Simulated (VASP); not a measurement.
Here is a VASP 6.6.1 calculation.

The input INCAR:

```
SYSTEM = Zn
  ALGO = Normal
  EDIFF = 1E-6
  ENCUT = 520
  GGA = PS
  ISIF = 2
  ISMEAR = -1
  LASPH = .TRUE.
  LCHARG = .TRUE.
  LELF = .TRUE.
  LREAL = .FALSE.
  LVHAR = .TRUE.
  LWAVE = .FALSE.
  NBANDS = 19
  NELM = 80
  PREC = Accurate
  SIGMA = 0.05
```

KPOINTS

```
k-points
0
G
  7 7 4
  0 0 0
```

The input POSCAR:

```
Zn
1.0
    2.6011821138      0.0000000000      0.0000000000
   -1.3005910569      2.2526897904      0.0000000000
    0.0000000000      0.0000000000      4.8380038866
Zn
2
Direct
    0.3333333333      0.6666666667      0.2500000000
    0.6666666667      0.3333333333      0.7500000000
```

Potentials or basis: VASP PAW PBE potentials, release 64 (Zn).

Launch:

```sh
$ cat potpaw_PBE.64/Zn/POTCAR > POTCAR
$ mpirun -np 1 vasp_std > vasp.out
```

Question: What does it give for the band gap on the k mesh?

Answer: Zero (band 12 reaches 4.93 eV, above the bottom of band 13 at 0.46 eV).

Question: Estimate the pressure.

Answer: 0.5 GPa.

Stress tensor (GPa, compression positive):
```
0.39 0.00 0.00
0.00 0.39 0.00
0.00 0.00 0.72
```

Caveat: the k points lie up to 0.40 Å⁻¹ apart; the PAW data sets were made with another functional, which shifts forces and pressure a little.
